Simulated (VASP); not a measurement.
**Hf8HO17: single point with PBE+D3(BJ)**

System: Hf8HO17, a slab with vacuum.

```
O Hf H
1.0
     7.17473    0.00000    0.00000
     0.00000    6.32742    0.00000
     0.00000    0.00000   23.62329
O Hf H
17 8 1
Direct
  0.25000 0.52675 0.33865
  0.75000 0.52675 0.33865
  0.00000 0.95541 0.35180
  0.50000 0.95541 0.35180
  0.25000 0.18747 0.40119
  0.75000 0.18747 0.40119
  0.00000 0.61613 0.41435
  0.50000 0.61613 0.41435
  0.23634 0.85163 0.46497
  0.74956 0.84006 0.46162
  0.00416 0.27275 0.47313
  0.50304 0.28185 0.46837
  0.25841 0.50922 0.52616
  0.74665 0.49133 0.52642
  0.93742 0.92017 0.54160
  0.50876 0.96125 0.53449
  0.16132 0.12231 0.58157
  0.25000 0.82144 0.37650
  0.75000 0.82144 0.37650
  0.00000 0.32144 0.37650
  0.50000 0.32144 0.37650
  0.26690 0.15057 0.50020
  0.74822 0.14192 0.49687
  0.00281 0.63285 0.49980
  0.50588 0.65906 0.50000
  0.19783 0.00871 0.60685
```

- Program: VASP 6.6.1
- Task: single point
- Functional: PBE
- Dispersion: D3(BJ)
- Potentials or basis: VASP PAW PBE potentials, release 64 (O, Hf_pv, H)
- Cutoff: 520 eV
- k mesh: 2 × 3 × 1
- Occupations: gaussian, width 0.05 eV
- Spin: collinear spin
- Starting moments: [0.0, 0.0, 0.0, 0.0, 0.0, 0.0, 0.0, 0.0, 0.0, 0.0, 0.0, 0.0, 0.0, 0.0, 0.0, 0.0, 1.0, 0.0, 0.0, 0.0, 0.0, 0.0, 0.0, 0.0, 0.0, 0.0] μB

```yaml
Largest_force: 1.627 eV/Å
Band_gap_on_the_k_mesh: 0.94 eV
Net_moment: 1.00 μB per cell
Site_moments: O +0.00, +0.01, +0.06, +0.46, +0.30 (each value once); Hf -0.00, +0.01, +0.00, -0.01 (each value once); H -0.00 μB
Valence_electrons_inside_the_program's_atomic_spheres: O 4.99, 5.06, 5.11, 5.12, 5.09, 5.13, 5.04, 5.03, 4.91 (each value once); Hf 8.26, 8.35, 8.13, 8.17, 8.30, 8.21, 8.24 (each value once); H 0.74
Dispersion_energy_per_atom: -0.140 eV
```

Forces in eV/Å, atoms in the order of the input:
```
O   -0.044 -0.412  0.046
O    0.036 -0.584  0.072
O    0.029  0.760 -0.602
O   -0.014  0.790 -0.544
O    0.017 -0.051 -0.403
O    0.301 -0.339  0.293
O    0.033 -0.299  0.284
O   -0.289  0.633  0.427
O    0.015  0.032  0.004
O   -0.024  0.065 -0.015
O   -0.012 -0.028  0.022
O   -0.011 -0.060  0.000
O    0.001  0.051 -0.102
O    0.012  0.036 -0.078
O   -0.022 -0.009 -0.099
O    0.002 -0.037 -0.118
O    0.012  0.092 -0.171
Hf  -0.140 -1.182  0.460
Hf   0.032 -1.513 -0.597
Hf   0.398  1.011  0.828
Hf  -0.357  1.184  0.668
Hf   0.016  0.004 -0.078
Hf  -0.015 -0.057 -0.129
Hf  -0.019 -0.007 -0.113
Hf   0.012 -0.002 -0.110
H    0.030 -0.079  0.055
```

Levels at points of the mesh, in eV from the valence-band top:
Spin up:
| k point | band 89 | band 90 | band 91 | band 92 | band 93 | band 94 | band 95 | band 96 |
| --- | --- | --- | --- | --- | --- | --- | --- | --- |
| (0.00, 0.00, 0.00) | -0.44 | -0.30 | -0.25 | -0.03 | 3.84 | 4.18 | 4.35 | 4.45 |
| (0.50, 0.00, 0.00) | -0.53 | -0.40 | -0.19 | -0.18 | 4.07 | 4.18 | 4.44 | 4.59 |
Spin down:
```csv
k point,band 89,band 90,band 91,band 92,band 93,band 94
"(0.00, 0.00, 0.00)",-0.32,-0.28,-0.03,0.95,3.84,4.19
"(0.50, 0.00, 0.00)",-0.48,-0.20,-0.17,0.97,4.08,4.19
```

Wall time 24 min on 4 MPI ranks on Intel(R) Xeon(R) Platinum 8488C (Sapphire Rapids), on a shared host, peak memory 0.94 GiB a rank.

Caveat: the k points lie up to 0.44 Å⁻¹ apart; spin-orbit coupling is left out, which moves the levels of the heavy elements.
